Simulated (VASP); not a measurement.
# TaF3 (P4/mmm) in VASP: a series of runs, part 2 of 2

VASP 6.6.1. Earlier steps stand in the parts before.

## Step 3: Single point, PBEsol (strain +0.000 along x and y, -0.030 along z)

Input file INCAR:

```
PREC = Accurate
ENCUT = 520
EDIFF = 1E-7
ISMEAR = 0
SIGMA = 0.15
LREAL = False
LASPH = True
NELM = 100
ALGO = Normal
ISIF = 2
LWAVE = False
LCHARG = False
GGA = PS
NBANDS = 24
```

Input file KPOINTS:

```
Automatic mesh
0
Gamma
  12 12 12
```

Input file POSCAR:

```
TaF3
1.0
    3.9012000000      0.0000000000      0.0000000000
    0.0000000000      3.9012000000      0.0000000000
    0.0000000000      0.0000000000      3.7841640000
Ta F
1 3
Direct
    0.0000000000      0.0000000000      0.0000000000
    0.5000000000      0.0000000000      0.0000000000
    0.0000000000      0.5000000000      0.0000000000
    0.0000000000      0.0000000000      0.5000000000
```

Potentials or basis: VASP PAW PBE potentials, release 64 (Ta_pv, F).

On the command line:

```console
cat potpaw_PBE.64/Ta_pv/POTCAR potpaw_PBE.64/F/POTCAR > POTCAR
mpirun -np 1 vasp_std > vasp.out
```

OUTCAR:

```text
PREC = Accurate
   ENCUT = 520
   EDIFF = 1E-7
   ISMEAR = 0
   LREAL = False
   LASPH = True
   NELM = 100
   ISIF = 2
   GGA = PS

 ion  position               nearest neighbor table
   1  0.000  0.000  0.000-   4 1.89   4 1.89   2 1.95   3 1.95   3 1.95   2 1.95
   2  0.500  0.000  0.000-   1 1.95   1 1.95
   3  0.000  0.500  0.000-   1 1.95   1 1.95
   4  0.000  0.000  0.500-   1 1.89   1 1.89

  LATTYP: Found a simple tetragonal cell.
 ALAT       =     3.9012000000
 C/A-ratio  =     0.9700000000

  Lattice vectors:

 A1 = (   3.9012000000,   0.0000000000,   0.0000000000)
 A2 = (   0.0000000000,   3.9012000000,   0.0000000000)
 A3 = (   0.0000000000,   0.0000000000,   3.7841640000)

Analysis of symmetry for initial positions (statically):
=====================================================================
 Subroutine PRICEL returns:
 Original cell was already a primitive cell.

 Routine SETGRP: Setting up the symmetry group for a
 simple tetragonal supercell.

 Subroutine GETGRP returns: Found 16 space group operations
 (whereof 16 operations were pure point group operations)
 out of a pool of 16 trial point group operations.

The static configuration has the point symmetry D_4h.

Analysis of symmetry for dynamics (positions and initial velocities):
=====================================================================
 Subroutine PRICEL returns:
 Original cell was already a primitive cell.

 Routine SETGRP: Setting up the symmetry group for a
 simple tetragonal supercell.

 Subroutine GETGRP returns: Found 16 space group operations
 (whereof 16 operations were pure point group operations)
 out of a pool of 16 trial point group operations.

The dynamic configuration has the point symmetry D_4h.

 Subroutine INISYM returns: Found 16 space group operations
 (whereof 16 operations are pure point group operations),
[... 110 lines left out ...]
   PSTRESS=    0.0 pullay stress
   NELECT =      32.0000    total number of electrons
   NUPDOWN=      -1.0000    fix difference up-down
   EMIN   =  10.00;   EMAX   =-10.00  energy-range for DOS
   EFERMI =   0.00;   METHOD = LEGACY
   ISMEAR =     0;   SIGMA  =   0.15  broadening in eV -4-tet -1-fermi 0-gaus
   EFERMI_NEDOS =   21; number of points for ismear=-14 and -15
   IALGO  =     38    algorithm
   IMIX   =      4    mixing-type and parameters
     AMIX     =   0.40;   BMIX     =  1.00
     AMIX_MAG =   1.60;   BMIX_MAG =  1.00
  volume/ion in A,a.u.               =      14.40        97.16
  Fermi-wavevector in a.u.,A,eV,Ry     =   1.345869  2.543323 24.645084  1.811363
  Thomas-Fermi vector in A             =   2.473747
   LORBIT       =      0    0 simple, 1 ext, 2 COOP (PROOUT), +10 PAW based schemes
   GGA     = PS    functional components
   LHFCALC =     F    Hartree Fock is set to
   AEXX    =    0.0000 exact exchange contribution
   IVDW    =     0    specifies the selected vdW correction
   LEPSILON=     F    determine dielectric tensor
   LRPA    =     F    only Hartree local field effects (RPA)
 non-spin polarized calculation
 Gauss-broadening in eV      SIGMA  =   0.15
  energy-cutoff  :      520.00
  volume of cell :       57.59
 maximum number of plane-waves:      1570
 NGX is ok and might be reduce to    30
   NGX = 15   NGY = 15   NGZ = 15

 number of electron      31.9999999 magnetization

 Free energy of the ion-electron system (eV)
  ---------------------------------------------------
  ext. energy  EPLUGINS =         0.00000000
  ---------------------------------------------------
  free energy    TOTEN  =       -27.07731747 eV

  energy without entropy =      -27.04929506  energy(sigma->0) =      -27.06330627

 E-fermi :   5.1039     XC(G=0):  -9.3795

 val. band max:        5.1022814394   @ k =   0.3333   0.0000   0.3333
 cond. band min:       5.1076568040   @ k =   0.2500   0.1667   0.2500
 fundamental gap:      0.0053753646
 Fermi energy:         5.1038813881

 k-point     1 :       0.0000    0.0000    0.0000
  band No.  band energies     occupation
      1     -32.0448      2.00000
      2     -31.8795      2.00000
      3     -31.8795      2.00000
      4     -24.3318      2.00000
      5     -23.7153      2.00000
      6     -23.5337      2.00000
[... 637 lines left out ...]
     23      11.9757      0.00000
     24      13.6208      0.00000

 [... further k-points ...]
[... 5 lines left out ...]
  --------------------------------------------------------------------------------------
  -------------------------------------------------------------------------------------
  Total        8.1564858      8.1564858     13.7894965      0.0000000      0.0000000      0.0000000
  in kB      226.9066824    226.9066824    383.6123775      0.0000000      0.0000000      0.0000000
  external PRESSURE =     279.1419141 kB  Pullay stress =       0.0000000 kB

 VOLUME and BASIS-vectors are now :
 -----------------------------------------------------------------------------
  energy-cutoff  :      520.00
  volume of cell :       57.59
      direct lattice vectors                 reciprocal lattice vectors
     3.901200000  0.000000000  0.000000000     0.256331385  0.000000000  0.000000000
     0.000000000  3.901200000  0.000000000     0.000000000  0.256331385  0.000000000
     0.000000000  0.000000000  3.784164000     0.000000000  0.000000000  0.264259160

 POSITION                                       TOTAL-FORCE (eV/Angst)
 -----------------------------------------------------------------------------------
      0.00000      0.00000      0.00000         0.000000      0.000000      0.000000
      1.95060      0.00000      0.00000         0.000000      0.000000      0.000000
      0.00000      1.95060      0.00000         0.000000      0.000000      0.000000
      0.00000      0.00000      1.89208         0.000000      0.000000      0.000000
 -----------------------------------------------------------------------------------
    total drift:                                0.000000      0.000000      0.000000

  FREE ENERGIE OF THE ION-ELECTRON SYSTEM (eV)
  ---------------------------------------------------
  free  energy   TOTEN  =       -27.0773174733 eV

  energy  without entropy=      -27.0492950616  energy(sigma->0) =      -27.06330627
```

OSZICAR:

```text
N       E                     dE             d eps       ncg     rms          rms(c)
DAV:   1     0.268449714170E+03    0.26845E+03   -0.18046E+04  9416   0.131E+03
DAV:   2    -0.151601720309E+02   -0.28361E+03   -0.27337E+03 11776   0.376E+02
DAV:   3    -0.287135025919E+02   -0.13553E+02   -0.13460E+02 11648   0.821E+01
DAV:   4    -0.288223066474E+02   -0.10880E+00   -0.10877E+00 10360   0.827E+00
DAV:   5    -0.288234423835E+02   -0.11357E-02   -0.11356E-02 11792   0.816E-01    0.333E+01
DAV:   6    -0.270923782794E+02    0.17311E+01   -0.59071E+00  9888   0.227E+01    0.173E+01
DAV:   7    -0.270745561101E+02    0.17822E-01   -0.17258E-01 10488   0.381E+00    0.897E+00
DAV:   8    -0.270750219309E+02   -0.46582E-03   -0.16084E-02 11016   0.121E+00    0.108E+00
DAV:   9    -0.270751140346E+02   -0.92104E-04   -0.11318E-03 11136   0.257E-01    0.162E-01
DAV:  10    -0.270770665600E+02   -0.19525E-02   -0.21600E-03  9480   0.265E-01    0.493E-02
DAV:  11    -0.270772426959E+02   -0.17614E-03   -0.16626E-04 11032   0.724E-02    0.189E-02
DAV:  12    -0.270773024584E+02   -0.59762E-04   -0.57999E-05  9640   0.428E-02    0.271E-02
DAV:  13    -0.270773169759E+02   -0.14518E-04   -0.25221E-05 10192   0.227E-02    0.116E-02
DAV:  14    -0.270773173537E+02   -0.37779E-06   -0.79649E-07 11184   0.581E-03    0.510E-04
DAV:  15    -0.270773174617E+02   -0.10803E-06   -0.10184E-07  8344   0.176E-03    0.416E-04
DAV:  16    -0.270773174733E+02   -0.11562E-07   -0.17935E-08  7440   0.759E-04
   1 F= -.27077317E+02 E0= -.27063306E+02  d E =-.280224E-01
```

stdout:

```text
POSCAR found type information on POSCAR TaF
 POSCAR found :  2 types and       4 ions
 scaLAPACK will be used
 -----------------------------------------------------------------------------
|                                                                             |
|                                                                             |
|     You enforced a specific xc type in the INCAR file but a different       |
|     I HOPE YOU KNOW WHAT YOU ARE DOING!                                     |
|                                                                             |
 -----------------------------------------------------------------------------

 LDA part: xc-table for (Slater+PW92), standard interpolation
 POSCAR, INCAR and KPOINTS ok, starting setup
 FFT: planning ... GRIDC
 FFT: planning ... GRID_SOFT
 FFT: planning ... GRID
 WAVECAR not read
 entering main loop
```

Wall time 98 s (1 thread of Intel Xeon 6975P-C (Granite Rapids), shared host); peak memory 0.34 GiB.

Results:

```yaml
Free_energy: -27.0773 eV
Pressure: 27.9 GPa
Band_gap_on_the_k_mesh: zero (band 16 reaches 6.89 eV, above the bottom of band 17 at 3.76 eV)
```

Stress tensor (GPa, compression positive):
```
22.69  0.00  0.00
 0.00 22.69  0.00
 0.00  0.00 38.36
```

Levels at points of the mesh, in eV from the Fermi level:
| k point | band 12 | band 13 | band 14 | band 15 | band 16 | band 17 | band 18 | band 19 | band 20 | band 21 |
| --- | --- | --- | --- | --- | --- | --- | --- | --- | --- | --- |
| (0.00, 0.00, 0.00) | -9.30 | -9.23 | -9.20 | -9.20 | -1.34 | -1.34 | -1.32 | -0.58 | 2.56 | 3.03 |
| (0.50, 0.00, 0.00) | -10.04 | -9.52 | -9.45 | -9.26 | -1.26 | 0.31 | 0.33 | 2.21 | 2.28 | 3.17 |
| (0.50, 0.50, 0.00) | -10.01 | -10.01 | -9.89 | -8.56 | 0.41 | 0.41 | 1.46 | 4.01 | 4.84 | 5.00 |
| (0.00, 0.00, 0.50) | -9.93 | -9.41 | -9.19 | -9.19 | -1.20 | 0.59 | 0.59 | 2.26 | 2.41 | 2.71 |
| (0.50, 0.00, 0.50) | -9.71 | -9.66 | -9.61 | -8.74 | 0.46 | 0.70 | 1.67 | 3.29 | 4.87 | 5.08 |
| (0.50, 0.50, 0.50) | -11.36 | -8.73 | -8.73 | -8.55 | 1.79 | 1.99 | 1.99 | 3.51 | 7.50 | 7.55 |

Caveat: the cell differs from its parent crystal (strain +0.000 along x and y, -0.030 along z); the PAW data sets were made with another functional, which shifts forces and pressure a little; spin-orbit coupling is left out, which moves the levels of the heavy elements.

## Step 4: Single point, PBEsol (strain -0.015 along x and y, +0.000 along z)

Input file INCAR:

```
PREC = Accurate ; ENCUT = 520
EDIFF = 1E-7 ; ISMEAR = 0
SIGMA = 0.15 ; LREAL = F
LASPH = T ; NELM = 60
ALGO = Normal ; ISIF = 2
LWAVE = F ; LCHARG = T
GGA = PS ; LELF = T
LVHAR = T ; NBANDS = 24
```

Input file KPOINTS:

```
regular mesh
0
Gamma
  12 12 12
```

Input file POSCAR:

```
TaF3
1.0
    3.8426820000      0.0000000000      0.0000000000
    0.0000000000      3.8426820000      0.0000000000
    0.0000000000      0.0000000000      3.9012000000
Ta F
1 3
Direct
    0.0000000000      0.0000000000      0.0000000000
    0.5000000000      0.0000000000      0.0000000000
    0.0000000000      0.5000000000      0.0000000000
    0.0000000000      0.0000000000      0.5000000000
```

On the command line:

```console
cat potpaw_PBE.64/Ta_pv/POTCAR potpaw_PBE.64/F/POTCAR > POTCAR
mpirun -np 1 vasp_std > vasp.out
```

It took 93 s on 1 thread of Intel Xeon 6975P-C (Granite Rapids), shared host; peak memory 0.34 GiB.

Results (log left out):

- Free energy: -27.1225 eV
- Pressure: 27.5 GPa
- Band gap on the k mesh: zero (band 16 reaches 6.99 eV, above the bottom of band 17 at 3.78 eV)

Stress tensor (GPa, compression positive):
```
29.95  0.00  0.00
 0.00 29.95  0.00
 0.00  0.00 22.75
```

Levels at points of the mesh, in eV from the Fermi level:
```csv
k point,band 14,band 15,band 16,band 17,band 18,band 19
"(0.00, 0.00, 0.00)",-9.25,-9.25,-1.35,-1.33,-1.33,-0.58
"(0.50, 0.00, 0.00)",-9.35,-9.24,-1.24,0.44,0.45,2.26
"(0.50, 0.50, 0.00)",-9.64,-8.77,0.57,0.57,1.65,3.29
"(0.00, 0.00, 0.50)",-9.41,-9.41,-1.26,0.31,0.31,2.27
"(0.50, 0.00, 0.50)",-9.82,-8.66,0.43,0.54,1.55,3.63
"(0.50, 0.50, 0.50)",-8.65,-8.65,1.88,1.88,1.97,3.50
```

Caveat: the cell differs from its parent crystal (strain -0.015 along x and y, +0.000 along z); the PAW data sets were made with another functional, which shifts forces and pressure a little; spin-orbit coupling is left out, which moves the levels of the heavy elements.

## Step 5: Single point, PBEsol (strain +0.000 along x and y, -0.015 along z)

Input file INCAR:

```
SYSTEM = TaF3
PREC = Accurate
ENCUT = 520
EDIFF = 1E-6
ISMEAR = 0
SIGMA = 0.15
LREAL = .False.
LASPH = .True.
NELM = 100
ALGO = Normal
ISIF = 2
LWAVE = .False.
LCHARG = .False.
GGA = PS
NBANDS = 24
```

Input file KPOINTS:

```
Automatic mesh
0
Gamma
  12 12 12
  0 0 0
```

Input file POSCAR:

```
TaF3
1.0
    3.9012000000      0.0000000000      0.0000000000
    0.0000000000      3.9012000000      0.0000000000
    0.0000000000      0.0000000000      3.8426820000
Ta F
1 3
Direct
    0.0000000000      0.0000000000      0.0000000000
    0.5000000000      0.0000000000      0.0000000000
    0.0000000000      0.5000000000      0.0000000000
    0.0000000000      0.0000000000      0.5000000000
```

On the command line:

```console
cat potpaw_PBE.64/Ta_pv/POTCAR potpaw_PBE.64/F/POTCAR > POTCAR
mpirun -np 1 vasp_std > vasp.out
```

Run time: 86 s. Hardware: 1 thread of Intel Xeon 6975P-C (Granite Rapids), shared host; peak memory 0.34 GiB.

The run converged. Its results:

- Free energy: -27.2658 eV
- Pressure: 24.2 GPa
- Band gap on the k mesh: zero (band 16 reaches 6.75 eV, above the bottom of band 17 at 3.65 eV)

Stress tensor (GPa, compression positive):
```
21.80  0.00  0.00
 0.00 21.80  0.00
 0.00  0.00 28.93
```

Levels at points of the mesh, in eV from the Fermi level:
```tsv
k point	band 13	band 14	band 15	band 16	band 17	band 18	band 19	band 20
(0.00, 0.00, 0.00)	-9.21	-9.19	-9.19	-1.31	-1.31	-1.30	-0.53	2.57
(0.50, 0.00, 0.00)	-9.45	-9.33	-9.22	-1.22	0.34	0.35	2.24	2.35
(0.50, 0.50, 0.00)	-9.85	-9.80	-8.54	0.44	0.44	1.49	3.63	4.88
(0.00, 0.00, 0.50)	-9.37	-9.18	-9.18	-1.20	0.47	0.47	2.24	2.41
(0.50, 0.00, 0.50)	-9.62	-9.60	-8.64	0.47	0.58	1.59	3.28	4.90
(0.50, 0.50, 0.50)	-8.63	-8.63	-8.54	1.79	1.89	1.89	3.61	7.51
```

Caveat: the cell differs from its parent crystal (strain +0.000 along x and y, -0.015 along z); the PAW data sets were made with another functional, which shifts forces and pressure a little; spin-orbit coupling is left out, which moves the levels of the heavy elements.

## Step 6: Single point, PBEsol (strain -0.015 along x and y, +0.015 along z)

Input file INCAR:

```
PREC = Accurate ; ENCUT = 520
EDIFF = 1E-7 ; ISMEAR = 0
SIGMA = 0.15 ; LREAL = F
LASPH = T ; NELM = 60
ALGO = Normal ; ISIF = 2
LWAVE = F ; LCHARG = T
GGA = PS ; LELF = T
LVHAR = T ; NBANDS = 24
```

Input file KPOINTS:

```
regular mesh
0
Gamma
  12 12 12
```

Input file POSCAR:

```
TaF3
1.0
    3.8426820000      0.0000000000      0.0000000000
    0.0000000000      3.8426820000      0.0000000000
    0.0000000000      0.0000000000      3.9597180000
Ta F
1 3
Direct
    0.0000000000      0.0000000000      0.0000000000
    0.5000000000      0.0000000000      0.0000000000
    0.0000000000      0.5000000000      0.0000000000
    0.0000000000      0.0000000000      0.5000000000
```

Potentials or basis: VASP PAW PBE potentials, release 64 (Ta_pv, F).

On the command line:

```console
cat potpaw_PBE.64/Ta_pv/POTCAR potpaw_PBE.64/F/POTCAR > POTCAR
mpirun -np 1 vasp_std > vasp.out
```

Run time: 99 s. Hardware: 1 thread of Intel Xeon 6975P-C (Granite Rapids), shared host; peak memory 0.34 GiB.

The run converged. Its results:

| Quantity | Value |
| --- | --- |
| Free energy | -27.2277 eV |
| Pressure | 24.5 GPa |
| Band gap on the k mesh | zero (band 16 reaches 6.76 eV, above the bottom of band 17 at 3.66 eV) |

Stress tensor (GPa, compression positive):
```
28.92  0.00  0.00
 0.00 28.92  0.00
 0.00  0.00 15.61
```

Levels at points of the mesh, in eV from the Fermi level:
| k point | band 12 | band 13 | band 14 | band 15 | band 16 | band 17 | band 18 | band 19 | band 20 | band 21 |
| --- | --- | --- | --- | --- | --- | --- | --- | --- | --- | --- |
| (0.00, 0.00, 0.00) | -9.40 | -9.19 | -9.02 | -9.02 | -1.32 | -1.29 | -1.29 | -0.54 | 2.49 | 2.91 |
| (0.50, 0.00, 0.00) | -9.92 | -9.28 | -9.25 | -9.01 | -1.19 | 0.46 | 0.48 | 2.08 | 2.42 | 2.89 |
| (0.50, 0.50, 0.00) | -9.57 | -9.36 | -9.36 | -8.74 | 0.61 | 0.61 | 1.69 | 2.97 | 4.91 | 5.20 |
| (0.00, 0.00, 0.50) | -9.72 | -9.58 | -9.39 | -9.39 | -1.25 | 0.23 | 0.23 | 2.29 | 2.33 | 3.02 |
| (0.50, 0.00, 0.50) | -9.83 | -9.80 | -9.68 | -8.52 | 0.34 | 0.55 | 1.50 | 3.63 | 4.89 | 4.98 |
| (0.50, 0.50, 0.50) | -11.37 | -8.74 | -8.51 | -8.51 | 1.81 | 1.81 | 1.98 | 3.62 | 7.25 | 7.59 |

Caveat: the cell differs from its parent crystal (strain -0.015 along x and y, +0.015 along z); the PAW data sets were made with another functional, which shifts forces and pressure a little; spin-orbit coupling is left out, which moves the levels of the heavy elements.

## Step 7: Single point, PBEsol (strain -0.015 along x and y, +0.030 along z)

Input file INCAR:

```
ALGO = Normal ; EDIFF = 1E-7
ENCUT = 520 ; GGA = PS
ISIF = 2 ; ISMEAR = 0
LASPH = True ; LCHARG = True
LELF = True ; LREAL = False
LVHAR = True ; LWAVE = False
NBANDS = 24 ; NELM = 100
PREC = Accurate ; SIGMA = 0.15
```

Input file KPOINTS:

```
k-points
0
Gamma
  12 12 12
```

Edit POSCAR of step 6 so:

```diff
@@ -4,3 +4,3 @@
     0.0000000000      3.8426820000      0.0000000000
-    0.0000000000      0.0000000000      3.9597180000
+    0.0000000000      0.0000000000      4.0182360000
 Ta F
```

On the command line:

```console
cat potpaw_PBE.64/Ta_pv/POTCAR potpaw_PBE.64/F/POTCAR > POTCAR
mpirun -np 1 vasp_std > vasp.out
```

Run time: 98 s. Hardware: 1 thread of Intel Xeon 6975P-C (Granite Rapids), shared host; peak memory 0.34 GiB.

It converged, with:

```yaml
Free_energy: -27.2971 eV
Pressure: 21.8 GPa
Band_gap_on_the_k_mesh: zero (band 16 reaches 6.54 eV, above the bottom of band 17 at 3.54 eV)
```

Stress tensor (GPa, compression positive):
```
27.94  0.00  0.00
 0.00 27.94  0.00
 0.00  0.00  9.48
```

Levels at points of the mesh, in eV from the Fermi level:
```csv
k point,band 12,band 13,band 14,band 15,band 16,band 17,band 18,band 19,band 20,band 21
"(0.00, 0.00, 0.00)",-9.37,-9.06,-8.77,-8.77,-1.30,-1.25,-1.25,-0.51,2.34,2.94
"(0.50, 0.00, 0.00)",-9.87,-9.13,-9.04,-8.77,-1.15,0.49,0.52,1.89,2.50,2.92
"(0.50, 0.50, 0.00)",-9.41,-9.09,-9.09,-8.72,0.65,0.65,1.73,2.68,4.98,5.26
"(0.00, 0.00, 0.50)",-9.39,-9.39,-9.37,-9.37,-1.23,0.15,0.15,2.32,2.33,3.04
"(0.50, 0.00, 0.50)",-9.79,-9.78,-9.36,-8.36,0.26,0.57,1.45,3.63,4.93,4.95
"(0.50, 0.50, 0.50)",-11.19,-8.72,-8.36,-8.36,1.75,1.75,1.99,3.73,6.85,7.50
```

Caveat: the cell differs from its parent crystal (strain -0.015 along x and y, +0.030 along z); the PAW data sets were made with another functional, which shifts forces and pressure a little; spin-orbit coupling is left out, which moves the levels of the heavy elements.

## Step 8: The runs side by side

| cell | gap on the mesh (eV) | pressure (GPa) |
| --- | --- | --- |
| a = 3.784, b = 3.784, c = 4.018 Å, 4 atoms | none | 29.2 |
| a = 3.901, b = 3.901, c = 3.784 Å, 4 atoms | none | 27.9 |
| a = 3.843, b = 3.843, c = 3.901 Å, 4 atoms | none | 27.5 |
| a = 3.901, b = 3.901, c = 3.843 Å, 4 atoms | none | 24.2 |
| a = 3.843, b = 3.843, c = 3.960 Å, 4 atoms | none | 24.5 |
| a = 3.843, b = 3.843, c = 4.018 Å, 4 atoms | none | 21.8 |

Alike in all rows: task single point; level PBEsol; potentials or basis VASP PAW PBE potentials, release 64 (Ta_pv, F); no spin polarisation; k mesh 12 × 12 × 12; cutoff (eV) 520; smearing gaussian 0.15 eV.

Caveats: the PAW data sets were made with another functional, which shifts forces and pressure a little; spin-orbit coupling is left out, which moves the levels of the heavy elements.

Absolute energies hang on the potentials; compare differences alone.
